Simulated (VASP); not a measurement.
# BN (P6_3mc) in VASP: settings compared

The runs below take BN through single point, with PBE, LDA.

All numbers are computed with VASP 6.6.1; they aren't measurements. Logs are shortened: lines on timing, memory, paths and dates and some standing lists are left out, and cuts for length are marked.

**1. The cell of the first run**

Symmetry: P6_3mc, No. 186, hexagonal system. The conventional cell has a = 2.554 Å, b = 2.554 Å, c = 4.227 Å, α = 90.00°, β = 90.00°, γ = 120.00°. Within 2.1 Å of N (site symmetry 3m) lie 4 B at 1.57 to 1.58 Å. B (site symmetry 3m) has 4 N at 1.57 to 1.58 Å within 2.1 Å.

**2. Single point, PBE**

INCAR reads:

```
PREC = Accurate
ENCUT = 520
EDIFF = 1E-7
ISMEAR = 0
SIGMA = 0.024
LREAL = False
LASPH = True
NELM = 80
ALGO = Normal
ISIF = 2
LWAVE = False
LCHARG = False
GGA = PE
NBANDS = 16
```

KPOINTS reads:

```
Automatic mesh
0
Gamma
  12 12 6
```

POSCAR reads:

```
BN
1.0
    2.5539396017      0.0000000000      0.0000000000
   -1.2769698009      2.2117765748      0.0000000000
    0.0000000000      0.0000000000      4.2268550000
N B
2 2
Direct
    0.3333333333      0.6666666667      0.1252760000
    0.6666666667      0.3333333333      0.6252760000
    0.3333333333      0.6666666667      0.4997240000
    0.6666666667      0.3333333333      0.9997240000
```

Potentials or basis: VASP PAW PBE potentials, release 64 (N, B).

Command:

```bash
$ cat potpaw_PBE.64/N/POTCAR potpaw_PBE.64/B/POTCAR > POTCAR
$ mpirun -np 1 vasp_std > vasp.out
```

OUTCAR:

```text
PREC = Accurate
   ENCUT = 520
   EDIFF = 1E-7
   ISMEAR = 0
   LREAL = False
   LASPH = True
   NELM = 80
   ISIF = 2
   GGA = PE

 ion  position               nearest neighbor table
   1  0.333  0.667  0.125-   4 1.57   4 1.57   4 1.57   3 1.58
   2  0.667  0.333  0.625-   3 1.57   3 1.57   3 1.57   4 1.58
   3  0.333  0.667  0.500-   2 1.57   2 1.57   2 1.57   1 1.58
   4  0.667  0.333  1.000-   1 1.57   1 1.57   1 1.57   2 1.58

  LATTYP: Found a hexagonal cell.
 ALAT       =     2.5539396017
 C/A-ratio  =     1.6550332659

  Lattice vectors:

 A1 = (   2.5539396017,   0.0000000000,   0.0000000000)
 A2 = (  -1.2769698009,   2.2117765748,   0.0000000000)
 A3 = (   0.0000000000,   0.0000000000,   4.2268550000)

Analysis of symmetry for initial positions (statically):
=====================================================================
 Subroutine PRICEL returns:
 Original cell was already a primitive cell.

 Routine SETGRP: Setting up the symmetry group for a
 hexagonal supercell.

 Subroutine GETGRP returns: Found 12 space group operations
 (whereof  6 operations were pure point group operations)
 out of a pool of 24 trial point group operations.

The static configuration has the point symmetry C_3v.
 The point group associated with its full space group is C_6v.

Analysis of symmetry for dynamics (positions and initial velocities):
=====================================================================
 Subroutine PRICEL returns:
 Original cell was already a primitive cell.

 Routine SETGRP: Setting up the symmetry group for a
 hexagonal supercell.

 Subroutine GETGRP returns: Found 12 space group operations
 (whereof  6 operations were pure point group operations)
 out of a pool of 24 trial point group operations.

The dynamic configuration has the point symmetry C_3v.
 The point group associated with its full space group is C_6v.

 Subroutine INISYM returns: Found 12 space group operations
 (whereof  6 operations are pure point group operations),
 and found     1 'primitive' translations

----------------------------------------------------------------------------------------

                                     Primitive cell

  volume of cell :      23.8764

  direct lattice vectors                    reciprocal lattice vectors
[... 86 lines left out ...]
   LNONCOLLINEAR =      F non collinear calculations
   LSORBIT =      F    spin-orbit coupling
   LASPH  =      T    aspherical Exc in radial PAW
   ENCUT  =  520.0 eV  38.22 Ry    6.18 a.u.   4.75  4.75  7.86*2*pi/ulx,y,z
   NELM   =     80;   NELMIN=  2; NELMDL= -5     # of ELM steps
   EDIFF  = 0.1E-06   stopping-criterion for ELM
   LREAL  =      F    real-space projection
   EDIFFG = 0.1E-05   stopping-criterion for IOM
   NSW    =      0    number of steps for IOM
   IBRION =     -1    ionic relax: 0-MD 1-quasi-New 2-CG
   NFREE  =      0    steps in history (QN), initial steepest desc. (CG)
   ISIF   =      2    stress and relaxation
   ISYM   =      2    0-nonsym 1-usesym 2-fastsym
   POTIM  = 0.5000    time-step for ionic-motion
   TEBEG  =    0.0;   TEEND  =   0.0 temperature during run
   PSTRESS=    0.0 pullay stress
   NELECT =      16.0000    total number of electrons
   NUPDOWN=      -1.0000    fix difference up-down
   EMIN   =  10.00;   EMAX   =-10.00  energy-range for DOS
   EFERMI =   0.00;   METHOD = LEGACY
   ISMEAR =     0;   SIGMA  =   0.02  broadening in eV -4-tet -1-fermi 0-gaus
   EFERMI_NEDOS =   21; number of points for ismear=-14 and -15
   IALGO  =     38    algorithm
   IMIX   =      4    mixing-type and parameters
     AMIX     =   0.40;   BMIX     =  1.00
     AMIX_MAG =   1.60;   BMIX_MAG =  1.00
  volume/ion in A,a.u.               =       5.97        40.28
  Fermi-wavevector in a.u.,A,eV,Ry     =   1.432600  2.707222 27.923836  2.052344
  Thomas-Fermi vector in A             =   2.552210
   LORBIT       =      0    0 simple, 1 ext, 2 COOP (PROOUT), +10 PAW based schemes
   GGA     = PE    functional components
   LHFCALC =     F    Hartree Fock is set to
   AEXX    =    0.0000 exact exchange contribution
   IVDW    =     0    specifies the selected vdW correction
   LEPSILON=     F    determine dielectric tensor
   LRPA    =     F    only Hartree local field effects (RPA)
 non-spin polarized calculation
 Gauss-broadening in eV      SIGMA  =   0.02
  energy-cutoff  :      520.00
  volume of cell :       23.88
 maximum number of plane-waves:       660
 NGX is ok and might be reduce to    20
   NGX =  9   NGY =  9   NGZ = 15

 number of electron      16.0000000 magnetization

 Free energy of the ion-electron system (eV)
  ---------------------------------------------------
  ext. energy  EPLUGINS =         0.00000000
  ---------------------------------------------------
  free energy    TOTEN  =       -34.83269652 eV

  energy without entropy =      -34.83269652  energy(sigma->0) =      -34.83269652

 E-fermi :   7.6525     XC(G=0): -12.7611

 val. band max:        7.4319569741   @ k =   0.0000   0.0000   0.0000
 cond. band min:      12.6287831157   @ k =   0.3333   0.3333   0.0000
 fundamental gap:      5.1968261416
 Fermi energy:         7.6525228723

 k-point     1 :       0.0000    0.0000    0.0000
  band No.  band energies     occupation
      1     -12.8569      2.00000
      2      -8.7569      2.00000
      3      -3.3940      2.00000
      4       5.3332      2.00000
      5       5.3332      2.00000
      6       7.1565      2.00000
[... 433 lines left out ...]
      3      -1.3115      2.00000
      4       0.1233      2.00000
      5       1.4964      2.00000
      6       3.1842      2.00000
[... 8 lines left out ...]
     15      23.3219      0.00000
     16      23.5733      0.00000

 [... further k-points ...]
[... 5 lines left out ...]
  --------------------------------------------------------------------------------------
  -------------------------------------------------------------------------------------
  Total        0.0673462      0.0673462     -0.0482444     -0.0000000      0.0000000      0.0000000
  in kB        4.5191253      4.5191253     -3.2373374     -0.0000000      0.0000000      0.0000000
  external PRESSURE =       1.9336377 kB  Pullay stress =       0.0000000 kB

 VOLUME and BASIS-vectors are now :
 -----------------------------------------------------------------------------
  energy-cutoff  :      520.00
  volume of cell :       23.88
      direct lattice vectors                 reciprocal lattice vectors
     2.553939602  0.000000000  0.000000000     0.391551938  0.226062617  0.000000000
    -1.276969801  2.211776575  0.000000000     0.000000000  0.452125233  0.000000000
     0.000000000  0.000000000  4.226855000     0.000000000  0.000000000  0.236582518

 POSITION                                       TOTAL-FORCE (eV/Angst)
 -----------------------------------------------------------------------------------
     -0.00000      1.47452      0.52952         0.000000     -0.000000     -0.014264
      1.27697      0.73726      2.64295        -0.000000      0.000000     -0.014264
     -0.00000      1.47452      2.11226         0.000000     -0.000000      0.014264
      1.27697      0.73726      4.22569        -0.000000      0.000000      0.014264
 -----------------------------------------------------------------------------------
    total drift:                               -0.000000      0.000000      0.000166

  FREE ENERGIE OF THE ION-ELECTRON SYSTEM (eV)
  ---------------------------------------------------
  free  energy   TOTEN  =       -34.8326965185 eV

  energy  without entropy=      -34.8326965185  energy(sigma->0) =      -34.83269652
```

OSZICAR:

```text
N       E                     dE             d eps       ncg     rms          rms(c)
DAV:   1     0.381367924269E+02    0.38137E+02   -0.82793E+03  2432   0.971E+02
DAV:   2    -0.344115991467E+02   -0.72548E+02   -0.68326E+02  3504   0.230E+02
DAV:   3    -0.367387615157E+02   -0.23272E+01   -0.23229E+01  2712   0.376E+01
DAV:   4    -0.367443641845E+02   -0.56027E-02   -0.56024E-02  2944   0.212E+00
DAV:   5    -0.367443796653E+02   -0.15481E-04   -0.15481E-04  2688   0.103E-01    0.941E+00
DAV:   6    -0.349909219161E+02    0.17535E+01   -0.22228E+00  3064   0.136E+01    0.446E+00
DAV:   7    -0.348605593518E+02    0.13036E+00   -0.31390E-01  3088   0.451E+00    0.273E+00
DAV:   8    -0.348336386207E+02    0.26921E-01   -0.52998E-02  2816   0.186E+00    0.257E-01
DAV:   9    -0.348324118350E+02    0.12268E-02   -0.18945E-03  2808   0.519E-01    0.132E-01
DAV:  10    -0.348326882905E+02   -0.27646E-03   -0.49108E-04  2856   0.173E-01    0.254E-02
DAV:  11    -0.348326954232E+02   -0.71327E-05   -0.31954E-05  3048   0.550E-02    0.148E-02
DAV:  12    -0.348326964248E+02   -0.10017E-05   -0.57018E-06  2896   0.237E-02    0.201E-03
DAV:  13    -0.348326965185E+02   -0.93677E-07   -0.16090E-07  2216   0.398E-03
   1 F= -.34832697E+02 E0= -.34832697E+02  d E =-.653567E-41
```

Wall time 24 s (1 thread of Intel Xeon 6975P-C, shared host); peak memory 0.15 GiB.

Results:

```yaml
Free_energy: -34.8327 eV
Pressure: 0.2 GPa
Largest_force: 0.014 eV/Å
Band_gap_on_the_k_mesh: 5.20 eV, indirect (least direct gap 8.23 eV)
```

Forces in eV/Å, atoms in the order of the input:
```
N    0.000  0.000 -0.014
N    0.000  0.000 -0.014
B    0.000  0.000  0.014
B    0.000  0.000  0.014
```

Stress tensor (GPa, compression positive):
```
 0.45  0.00  0.00
 0.00  0.45  0.00
 0.00  0.00 -0.32
```

**3. Single point, LDA**

This run uses another cell than the first one, of 5.76 Å³/atom, 0.964 times its volume.

INCAR reads:

```
  ALGO = Normal
  EDIFF = 1E-6
  ENCUT = 520
  ISIF = 2
  ISMEAR = -1
  LASPH = True
  LCHARG = False
  LREAL = False
  LWAVE = False
  NBANDS = 16
  NELM = 100
  PREC = Accurate
  SIGMA = 0.05
```

KPOINTS reads:

```
k-points
0
Gamma
  9 9 5
```

POSCAR reads:

```
BN
1.0
    2.5232403308      0.0000000000      0.0000000000
   -1.2616201654      2.1851902264      0.0000000000
    0.0000000000      0.0000000000      4.1751783868
N B
2 2
Direct
    0.3333333333      0.6666666667      0.1253011957
    0.6666666667      0.3333333333      0.6253011957
    0.3333333333      0.6666666667      0.4996988043
    0.6666666667      0.3333333333      0.9996988043
```

Potentials or basis: VASP PAW LDA potentials, release 64 (N, B).

Command:

```bash
$ cat potpaw_LDA.64/N/POTCAR potpaw_LDA.64/B/POTCAR > POTCAR
$ mpirun -np 1 vasp_std > vasp.out
```

It took 8.3 s on 1 thread of Intel Xeon Platinum 8259CL at 2.50GHz (Skylake/Cascade Lake), shared host; peak memory 0.12 GiB.

It converged, with:

```
Free energy            : -38.7555 eV
Pressure               : 1.0 GPa
Band gap on the k mesh : 4.90 eV, indirect (least direct gap 8.28 eV)
```

Levels at points of the mesh, in eV from the valence-band top:
| k point | band 5 | band 6 | band 7 | band 8 | band 9 | band 10 | band 11 | band 12 |
| --- | --- | --- | --- | --- | --- | --- | --- | --- |
| (0.00, 0.00, 0.00) | -2.19 | -0.30 | 0.00 | 0.00 | 8.34 | 8.34 | 8.62 | 9.93 |

A k mesh can miss the band edges. As with any semilocal functional, this LDA gap is likely too small.

**4. Single point, LDA**

This run uses another cell than the first one, of 5.73 Å³/atom, 0.959 times its volume.

INCAR reads:

```
PREC = Accurate
ENCUT = 520
EDIFF = 1E-6
ISMEAR = -1
SIGMA = 0.05
LREAL = False
LASPH = True
NELM = 80
ALGO = Normal
ISIF = 2
LWAVE = False
LCHARG = True
GGA = CA
LELF = True
LVHAR = True
NBANDS = 16
```

KPOINTS reads:

```
Automatic mesh
0
Gamma
  9 9 5
```

POSCAR reads:

```
BN
1.0
    2.5190588034      0.0000000000      0.0000000000
   -1.2595294017      2.1815689174      0.0000000000
    0.0000000000      0.0000000000      4.1683966125
N B
2 2
Direct
    0.3333333333      0.6666666667      0.1253228805
    0.6666666667      0.3333333333      0.6253228805
    0.3333333333      0.6666666667      0.4996771195
    0.6666666667      0.3333333333      0.9996771195
```

Command:

```bash
$ cat potpaw_LDA.64/N/POTCAR potpaw_LDA.64/B/POTCAR > POTCAR
$ mpirun -np 1 vasp_std > vasp.out
```

Wall time 8.6 s (1 thread of Intel Xeon Platinum 8259CL at 2.50GHz (Skylake/Cascade Lake), shared host); peak memory 0.12 GiB.

It converged, with:

```yaml
Free_energy: -38.7539 eV
Pressure: 3.0 GPa
Band_gap_on_the_k_mesh: 4.89 eV, indirect (least direct gap 8.30 eV)
```

Levels at points of the mesh, in eV from the valence-band top:
```csv
k point,band 6,band 7,band 8,band 9,band 10,band 11
"(0.00, 0.00, 0.00)",-0.30,0.00,0.00,8.36,8.36,8.65
```

A k mesh can miss the band edges. LDA gaps usually lie below the measured ones, often by a third to a half.

**5. Summary**

```csv
level,potentials or basis,cell,k mesh,smearing,gap on the mesh (eV),pressure (GPa)
PBE,"VASP PAW PBE potentials, release 64 (N, B)","a = 2.554, b = 2.554, c = 4.227 Å, angles 90.0, 90.0, 120.0°, 4 atoms",12 × 12 × 6,gaussian 0.024 eV,5.20,0.2
LDA,"VASP PAW LDA potentials, release 64 (N, B)","a = 2.523, b = 2.523, c = 4.175 Å, angles 90.0, 90.0, 120.0°, 4 atoms",9 × 9 × 5,fermi-dirac 0.05 eV,4.90,1.0
LDA,"VASP PAW LDA potentials, release 64 (N, B)","a = 2.519, b = 2.519, c = 4.168 Å, angles 90.0, 90.0, 120.0°, 4 atoms",9 × 9 × 5,fermi-dirac 0.05 eV,4.89,3.0
```

Alike in all rows: task single point; no spin polarisation; cutoff (eV) 520.

Total energies depend on the potentials used, so only differences within one code and one set of settings carry meaning.
